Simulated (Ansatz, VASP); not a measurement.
P in VASP and in Ansatz

```
P
1.0
     0.00000    2.65665    2.65665
     2.65665    0.00000    2.65665
     2.65665    2.65665    0.00000
P
2
Cartesian
  -0.3852 -0.9431 -0.9431
  0.3852 0.9431 0.9431
```

Change from the starting cell: shortest bond scaled by 0.58, LAPW.

Alike in both runs: task single point; functional PBE; k mesh 10 × 10 × 10; occupations fermi-dirac, width 0.05 eV; no spin polarisation.

|  | VASP | Ansatz |
| --- | --- | --- |
| version | VASP 6.6.1 | Ansatz 0.2.0 |
| potentials or method | VASP PAW PBE potentials, release 64 (P), cutoff 520 eV | all-electron LAPW, scalar-relativistic |

|  | VASP | Ansatz | Ansatz less VASP |
| --- | --- | --- | --- |
| pressure (GPa) | 160.3 | 155.1 | -5.28 |
| traceless stress, the component that is largest in VASP (GPa) | -156.30 | -150.84 | +5.459 |
| rms of the force components (eV/Å) | 46.776 | 45.135 | -1.6403 |

Atom by atom the forces differ by 1.640 eV/Å (rms over components). Both programs put the cell under a high pressure, so it lies far from rest at this level. Ansatz ran all-electron here, and VASP with PAW potentials.

Noted on VASP's run: the cell as given lies far from equilibrium.
